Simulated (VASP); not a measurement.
Set up this calculation in VASP 6.6.1, as the native input.

```yaml
Task: single point
Functional: PBE-based screened hybrid
Potentials_or_basis: VASP PAW PBE potentials, release 64 (Hf_pv, Pd, Se, Br, O)
Cutoff: 520 eV
k_mesh: 2 × 2 × 2
Occupations: fermi-dirac, width 0.05 eV
Spin: no spin polarisation
Dipole_correction: no
Grid_for_exact_exchange_PRECFOCK: Fast
Share_of_exact_exchange: 0.25
Further_INCAR_settings: ALGO = Normal; EDIFF = 1e-07; NBANDS = 53
Screening_parameter: 0.3 1/Å
```

Crystal: Hf2Pd2Se2Br2O3.

```
Hf Pd Se Br O
1.0
     5.76069    0.00496   -0.00286
    -0.52750    5.84664    0.03413
    -1.48435   -0.92642    6.64586
Hf Pd Se Br O
2 2 2 2 3
Direct
  0.74540 0.39602 0.34989
  0.28763 0.45322 0.59401
  0.90854 0.13294 0.84849
  0.25249 0.90323 0.35874
  0.63469 0.40355 0.93716
  0.62597 0.78174 0.53023
  0.85273 0.99089 0.15355
  0.22526 0.82084 0.86223
  0.96040 0.28925 0.59026
  0.43233 0.24524 0.40864
  0.07457 0.58308 0.36682
```

These files were run (other wordings do the same):

POSCAR

```
Hf2Pd2Se2Br2O3
1.0
    5.7606900000      0.0049600000     -0.0028600000
   -0.5275000000      5.8466400000      0.0341300000
   -1.4843500000     -0.9264200000      6.6458600000
Hf Pd Se Br O
2 2 2 2 3
Direct
    0.7454000000      0.3960200000      0.3498900000
    0.2876300000      0.4532200000      0.5940100000
    0.9085400000      0.1329400000      0.8484900000
    0.2524900000      0.9032300000      0.3587400000
    0.6346900000      0.4035500000      0.9371600000
    0.6259700000      0.7817400000      0.5302300000
    0.8527300000      0.9908900000      0.1535500000
    0.2252600000      0.8208400000      0.8622300000
    0.9604000000      0.2892500000      0.5902600000
    0.4323300000      0.2452400000      0.4086400000
    0.0745700000      0.5830800000      0.3668200000
```

INCAR.step1

```
PREC = Accurate
ENCUT = 520
EDIFF = 1E-5
ISMEAR = -1
SIGMA = 0.05
LREAL = F
LASPH = T
NELM = 100
ALGO = Normal
ISIF = 2
LWAVE = T
GGA = PE
NBANDS = 53
LUSENCCL = F
```

INCAR.step2

```
PREC = Accurate
ENCUT = 520
EDIFF = 1E-7
ISMEAR = -1
SIGMA = 0.05
LREAL = F
LASPH = T
NELM = 100
ALGO = Normal
ISIF = 2
LWAVE = F
LCHARG = T
GGA = PE
LHFCALC = T
AEXX = 0.25
HFSCREEN = 0.3
PRECFOCK = Fast
LELF = T
LVHAR = T
ISTART = 1
NBANDS = 53
LUSENCCL = F
```

KPOINTS

```
Automatic mesh
0
Gamma
  2 2 2
```

Potentials or basis: VASP PAW PBE potentials, release 64 (Hf_pv, Pd, Se, Br, O).

Command:

```console
$ cat potpaw_PBE.64/Hf_pv/POTCAR potpaw_PBE.64/Pd/POTCAR potpaw_PBE.64/Se/POTCAR potpaw_PBE.64/Br/POTCAR potpaw_PBE.64/O/POTCAR > POTCAR
$ cp INCAR.step1 INCAR
$ mpirun -np 1 vasp_std > vasp.out
$ cp INCAR.step2 INCAR
$ mpirun -np 1 vasp_std > vasp.out
```

It gave:

* Pressure: -3.1 GPa
* Largest force: 0.595 eV/Å
* Band gap on the k mesh: 1.04 eV, direct

Caveat: the k points lie up to 0.56 Å⁻¹ apart; the PAW data sets were made with another functional, which shifts forces and pressure a little; spin-orbit coupling is left out, which moves the levels of the heavy elements.

It took 11 min on 1 × NVIDIA H100 80GB with 1 thread of AMD EPYC 7R13 Processor (Zen 3), with other jobs on the host, peak memory 1.4 GiB.
